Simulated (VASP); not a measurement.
Input of a VASP 6.6.1 run:

POSCAR

```
MgO
1.0
    0.0000000000      2.1442107638      2.1442107638
    2.1442107638      0.0000000000      2.1442107638
    2.1442107638      2.1442107638      0.0000000000
Mg O
1 1
Direct
    0.0000000000      0.0000000000      0.0000000000
    0.5000000000      0.5000000000      0.5000000000
```

Contents of INCAR.step1:

```
SYSTEM = MgO
PREC     = Accurate       ! precision mode
ENCUT    = 520            ! plane-wave cutoff, eV
EDIFF    = 1E-5           ! SCF threshold, eV
ISMEAR   = 0              ! smearing method
SIGMA    = 0.01           ! smearing width, eV
LREAL    = .FALSE.        ! projectors in reciprocal space
LASPH    = .TRUE.         ! aspherical terms in the spheres
NELM     = 60             ! most SCF steps
ALGO     = Normal         ! electronic algorithm
ISIF     = 2              ! what is computed and relaxed
LWAVE    = .TRUE.         ! write WAVECAR
LCHARG   = .FALSE.        ! write CHGCAR
NBANDS   = 11             ! bands
GGA      = PE             ! functional
```

File INCAR.step2:

```
SYSTEM = MgO
PREC     = Accurate       ! precision mode
ENCUT    = 520            ! plane-wave cutoff, eV
EDIFF    = 1E-6           ! SCF threshold, eV
ISMEAR   = 0              ! smearing method
SIGMA    = 0.01           ! smearing width, eV
LREAL    = .FALSE.        ! projectors in reciprocal space
LASPH    = .TRUE.         ! aspherical terms in the spheres
NELM     = 60             ! most SCF steps
ALGO     = Normal         ! electronic algorithm
ISIF     = 2              ! what is computed and relaxed
LWAVE    = .FALSE.        ! write WAVECAR
LCHARG   = .FALSE.        ! write CHGCAR
GGA      = PE             ! functional
LHFCALC  = .TRUE.         ! exact exchange
HFSCREEN = 0.2079         ! screening, 1/A
PRECFOCK = Normal       
NBANDS   = 11             ! bands
ISTART   = 1
```

File KPOINTS:

```
regular mesh
0
G
  8 8 8
  0 0 0
```

Potentials or basis: VASP PAW PBE potentials, release 64 (Mg, O).

The run is started by

```console
$ cat potpaw_PBE.64/Mg/POTCAR potpaw_PBE.64/O/POTCAR > POTCAR
$ cp INCAR.step1 INCAR
$ mpirun -np 1 vasp_std > vasp.out
$ cp INCAR.step2 INCAR
$ mpirun -np 1 vasp_std > vasp.out
```

(1) Predict the band gap on the k mesh.

(2) Predict the pressure.

Answers

(1) 5.88 eV.

(2) -9.5 GPa.

Caveat: the cell differs from its parent crystal (strain +2.0%); the cell stands under tension; the PAW data sets were made with another functional, which shifts forces and pressure a little.
